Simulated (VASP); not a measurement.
# MgF2 (P4_2/mnm) in VASP: a series of runs

MgF2 is run at these levels: HSE06, r2SCAN; tasks: single point.

Program: VASP 6.6.1. These are calculated values, not measurements. Logs are shortened: lines on timing, memory, paths and dates and some standing lists are left out, and cuts for length are marked.

### 1 The cell of the first run

The structure is tetragonal, space group P4_2/mnm (No. 136). Conventional cell: a = 4.714 Å, b = 4.714 Å, c = 3.011 Å, α = 90.00°, β = 90.00°, γ = 90.00°. Within 2.6 Å of Mg (site symmetry mmm) lie 6 F at 2.00 to 2.02 Å. Within 2.7 Å of F (site symmetry m2m) lie 3 Mg at 2.00 to 2.02 Å and 1 F at 2.63 Å.

### 2 Single point, HSE06 (epitaxial xy strain +2.0%)

The input, POSCAR:

```
MgF2
1.0
    4.7144563145      0.0000000000      0.0000000000
    0.0000000000      4.7144563145      0.0000000000
    0.0000000000      0.0000000000      3.0108253243
Mg F
2 4
Direct
    0.0000000000      0.0000000000      0.0000000000
    0.5000000000      0.5000000000      0.5000000000
    0.3029803955      0.3029803955      0.0000000000
    0.1970196045      0.8029803955      0.5000000000
    0.8029803955      0.1970196045      0.5000000000
    0.6970196045      0.6970196045      0.0000000000
```

The input, INCAR.step1:

```
SYSTEM = MgF2
ALGO = Normal
EDIFF = 1E-5
ENCUT = 520
GGA = PE
GGA_COMPAT = .False.
ISIF = 2
ISMEAR = 0
KPAR = 4
LASPH = .True.
LREAL = .False.
LWAVE = .True.
NBANDS = 25
NELM = 120
PREC = Accurate
SIGMA = 0.01
```

The input, INCAR.step2:

```
SYSTEM = MgF2
ALGO = Normal
EDIFF = 1E-6
ENCUT = 520
GGA = PE
GGA_COMPAT = .False.
HFSCREEN = 0.2079
ISIF = 2
ISMEAR = 0
ISTART = 1
KPAR = 4
LASPH = .True.
LCHARG = .True.
LHFCALC = .True.
LREAL = .False.
LVHAR = .True.
LWAVE = .False.
NBANDS = 25
NELM = 120
PREC = Accurate
PRECFOCK = Normal
SIGMA = 0.01
```

The input, KPOINTS:

```
k-points
0
Gamma
  4 4 6
  0 0 0
```

Potentials or basis: VASP PAW PBE potentials, release 64 (Mg, F).

Started as:

```bash
$ cat potpaw_PBE.64/Mg/POTCAR potpaw_PBE.64/F/POTCAR > POTCAR
$ cp INCAR.step1 INCAR
$ mpirun -np 4 vasp_std > vasp.out
$ cp INCAR.step2 INCAR
$ mpirun -np 4 vasp_std > vasp.out
```

OUTCAR:

```text
SYSTEM = MgF2
   EDIFF = 1E-6
   ENCUT = 520
   GGA = PE
   HFSCREEN = 0.2079
   ISIF = 2
   ISMEAR = 0
   ISTART = 1
   LASPH = .True.
   LHFCALC = .True.
   LREAL = .False.
   NELM = 120
   PREC = Accurate
   PRECFOCK = Normal

 ion  position               nearest neighbor table
   1  0.000  0.000  0.000-   4 2.00   5 2.00   4 2.00   5 2.00   3 2.02   6 2.02
   2  0.500  0.500  0.500-   3 2.00   6 2.00   3 2.00   6 2.00   5 2.02   4 2.02
   3  0.303  0.303  0.000-   2 2.00   2 2.00   1 2.02
   4  0.197  0.803  0.500-   1 2.00   1 2.00   2 2.02
   5  0.803  0.197  0.500-   1 2.00   1 2.00   2 2.02
   6  0.697  0.697  0.000-   2 2.00   2 2.00   1 2.02

  LATTYP: Found a simple tetragonal cell.
 ALAT       =     4.7144563145
 C/A-ratio  =     0.6386368063

  Lattice vectors:

 A1 = (   4.7144563145,   0.0000000000,   0.0000000000)
 A2 = (   0.0000000000,   4.7144563145,   0.0000000000)
 A3 = (   0.0000000000,   0.0000000000,   3.0108253243)

Analysis of symmetry for initial positions (statically):
=====================================================================
 Subroutine PRICEL returns:
 Original cell was already a primitive cell.

 Routine SETGRP: Setting up the symmetry group for a
 simple tetragonal supercell.

 Subroutine GETGRP returns: Found 16 space group operations
 (whereof  8 operations were pure point group operations)
 out of a pool of 16 trial point group operations.

The static configuration has the point symmetry D_2h.
 The point group associated with its full space group is D_4h.

Analysis of symmetry for dynamics (positions and initial velocities):
=====================================================================
 Subroutine PRICEL returns:
 Original cell was already a primitive cell.

 Routine SETGRP: Setting up the symmetry group for a
 simple tetragonal supercell.

 Subroutine GETGRP returns: Found 16 space group operations
 (whereof  8 operations were pure point group operations)
 out of a pool of 16 trial point group operations.

The dynamic configuration has the point symmetry D_2h.
 The point group associated with its full space group is D_4h.

 Subroutine INISYM returns: Found 16 space group operations
 (whereof  8 operations are pure point group operations),
 and found     1 'primitive' translations

[... 110 lines left out ...]
   TEBEG  =    0.0;   TEEND  =   0.0 temperature during run
   PSTRESS=    0.0 pullay stress
   NELECT =      32.0000    total number of electrons
   NUPDOWN=      -1.0000    fix difference up-down
   EMIN   =  10.00;   EMAX   =-10.00  energy-range for DOS
   EFERMI =   0.00;   METHOD = LEGACY
   ISMEAR =     0;   SIGMA  =   0.01  broadening in eV -4-tet -1-fermi 0-gaus
   EFERMI_NEDOS =   21; number of points for ismear=-14 and -15
   IALGO  =     38    algorithm
   IMIX   =      1    mixing-type and parameters
     AMIX     =   0.40;   BMIX     =  1.00
     AMIX_MAG =   1.60;   BMIX_MAG =  1.00
  volume/ion in A,a.u.               =      11.15        75.27
  Fermi-wavevector in a.u.,A,eV,Ry     =   1.280192  2.419213 22.298485  1.638892
  Thomas-Fermi vector in A             =   2.412634
   LORBIT       =      0    0 simple, 1 ext, 2 COOP (PROOUT), +10 PAW based schemes
   GGA     = PE    functional components
   LHFCALC =     T    Hartree Fock is set to
   PRECFOCK=normal    Normal, Fast or Accurate (Low or Medium for compatibility)
   ENCUT4O =  -1.0   cutoff for four orbital integrals eV
   NKREDX  =     1    reduce k-point grid by
   NKREDY  =     1    reduce k-point grid by
   NKREDZ  =     1    reduce k-point grid by
   AEXX    =    0.2500 exact exchange contribution
   HFSCREEN=    0.2079 screening length (either q_TF or 0.3 A-1)
   HFSCREENC=   0.2079 screening length for correlation (either q_TF or 0.3 A-1)
   ENCUTFOCK=  -1.0 apply spherical cutoff to Coloumb kernel
   IVDW    =     0    specifies the selected vdW correction
   LEPSILON=     F    determine dielectric tensor
   LRPA    =     F    only Hartree local field effects (RPA)
 non-spin polarized calculation
 Gauss-broadening in eV      SIGMA  =   0.01
  energy-cutoff  :      520.00
  volume of cell :       66.92
 maximum number of plane-waves:      1835
 NGX is ok and might be reduce to    36
  NGX = 28; NGY = 28; NGZ = 18

 number of electron      32.0000001 magnetization

 Free energy of the ion-electron system (eV)
  ---------------------------------------------------
  ext. energy  EPLUGINS =         0.00000000
  ---------------------------------------------------
  free energy    TOTEN  =       -38.28978297 eV

  energy without entropy =      -38.28978297  energy(sigma->0) =      -38.28978297

 E-fermi :  -3.0452     XC(G=0):  -7.8839

 val. band max:       -3.1504706041   @ k =   0.0000   0.0000   0.0000
 cond. band min:       6.0980891289   @ k =   0.0000   0.0000   0.0000
 fundamental gap:      9.2485597331
 Fermi energy:        -3.0452486137

 k-point     1 :       0.0000    0.0000    0.0000
  band No.  band energies     occupation
      1     -25.3659      2.00000
      2     -24.6103      2.00000
      3     -24.6103      2.00000
      4     -24.5072      2.00000
      5      -7.2506      2.00000
      6      -5.6473      2.00000
[... 661 lines left out ...]
     24      14.4686      0.00000
     25      17.0517      0.00000

------------------------ aborting loop because EDIFF is reached ----------------------------------------

  FORCE on cell =-STRESS in cart. coord.  units (eV):
  Direction    XX          YY          ZZ          XY          YZ          ZX
  --------------------------------------------------------------------------------------
  -------------------------------------------------------------------------------------
  Total       -1.2509883     -1.2509883      0.2589309      0.0000000      0.0000000      0.0000000
  in kB      -29.9512571    -29.9512571      6.1993424      0.0000000      0.0000000      0.0000000
  external PRESSURE =     -17.9010573 kB  Pullay stress =       0.0000000 kB

 VOLUME and BASIS-vectors are now :
 -----------------------------------------------------------------------------
  energy-cutoff  :      520.00
  volume of cell :       66.92
      direct lattice vectors                 reciprocal lattice vectors
     4.714456314  0.000000000  0.000000000     0.212113536  0.000000000  0.000000000
     0.000000000  4.714456314  0.000000000     0.000000000  0.212113536  0.000000000
     0.000000000  0.000000000  3.010825324     0.000000000  0.000000000  0.332134844

 POSITION                                       TOTAL-FORCE (eV/Angst)
 -----------------------------------------------------------------------------------
      0.00000      0.00000      0.00000         0.000000      0.000000      0.000000
      2.35723      2.35723      1.50541         0.000000      0.000000      0.000000
      1.42839      1.42839      0.00000         0.019739      0.019739     -0.000000
      0.92884      3.78562      1.50541        -0.019739      0.019739     -0.000000
      3.78562      0.92884      1.50541         0.019739     -0.019739      0.000000
      3.28607      3.28607      0.00000        -0.019739     -0.019739      0.000000
 -----------------------------------------------------------------------------------
    total drift:                                0.000772      0.000774      0.000002

  FREE ENERGIE OF THE ION-ELECTRON SYSTEM (eV)
  ---------------------------------------------------
  free  energy   TOTEN  =       -38.2897829669 eV

  energy  without entropy=      -38.2897829669  energy(sigma->0) =      -38.28978297
```

OUTCAR.step1:

```text
SYSTEM = MgF2
   EDIFF = 1E-5
   ENCUT = 520
   GGA = PE
   ISIF = 2
   ISMEAR = 0
[... 909 lines left out ...]
      1.42839      1.42839      0.00000        -0.021052     -0.021052     -0.000000
      0.92884      3.78562      1.50541         0.021052     -0.021052     -0.000000
      3.78562      0.92884      1.50541        -0.021052      0.021052      0.000000
      3.28607      3.28607      0.00000         0.021052      0.021052      0.000000
 -----------------------------------------------------------------------------------
    total drift:                                0.000000      0.000000      0.000000

  FREE ENERGIE OF THE ION-ELECTRON SYSTEM (eV)
  ---------------------------------------------------
  free  energy   TOTEN  =       -31.5211566497 eV

  energy  without entropy=      -31.5211566497  energy(sigma->0) =      -31.52115665
```

OSZICAR.step1:

```text
N       E                     dE             d eps       ncg     rms          rms(c)
DAV:   1     0.156505414610E+03    0.15651E+03   -0.17939E+04  1288   0.120E+03
DAV:   2    -0.266526616837E+02   -0.18316E+03   -0.17763E+03  1481   0.280E+02
DAV:   3    -0.340626914995E+02   -0.74100E+01   -0.73921E+01  1506   0.546E+01
DAV:   4    -0.341014220438E+02   -0.38731E-01   -0.38727E-01  1328   0.451E+00
DAV:   5    -0.341016182773E+02   -0.19623E-03   -0.19623E-03  1478   0.312E-01    0.100E+01
DAV:   6    -0.314714394641E+02    0.26302E+01   -0.82008E+00  1329   0.205E+01    0.299E+00
DAV:   7    -0.314911128937E+02   -0.19673E-01   -0.81605E-02  1271   0.190E+00    0.191E+00
DAV:   8    -0.315205016724E+02   -0.29389E-01   -0.58900E-02  1219   0.231E+00    0.201E-01
DAV:   9    -0.315206389824E+02   -0.13731E-03   -0.10340E-03  1544   0.225E-01    0.816E-02
DAV:  10    -0.315211565054E+02   -0.51752E-03   -0.47391E-04  1211   0.152E-01    0.164E-02
DAV:  11    -0.315211566497E+02   -0.14429E-06   -0.64593E-06  1150   0.225E-02
   1 F= -.31521157E+02 E0= -.31521157E+02  d E =-.533110E-49
```

It took 34 min on 4 MPI ranks of Intel Xeon Platinum 8259CL at 2.50GHz (Skylake/Cascade Lake), shared host; peak memory 0.31 GiB.

Results:

| Property | Result |
| --- | --- |
| Free energy | -38.2898 eV |
| Pressure | -1.8 GPa |
| Largest force | 0.028 eV/Å |
| Band gap on the k mesh | 9.25 eV |

Forces on the atoms (eV/Å):
```
Mg   0.000  0.000  0.000
Mg   0.000  0.000  0.000
F    0.020  0.020  0.000
F   -0.020  0.020  0.000
F    0.020 -0.020  0.000
F   -0.020 -0.020  0.000
```

Stress tensor (GPa, compression positive):
```
-3.00  0.00  0.00
 0.00 -3.00  0.00
 0.00  0.00  0.62
```

Caveat: the cell differs from its parent crystal (epitaxial xy strain +2.0%); the structure was generated, so it needn't be the stable form of MgF2; the PAW data sets were made with another functional, which shifts forces and pressure a little.

[end of part 1 of 2]
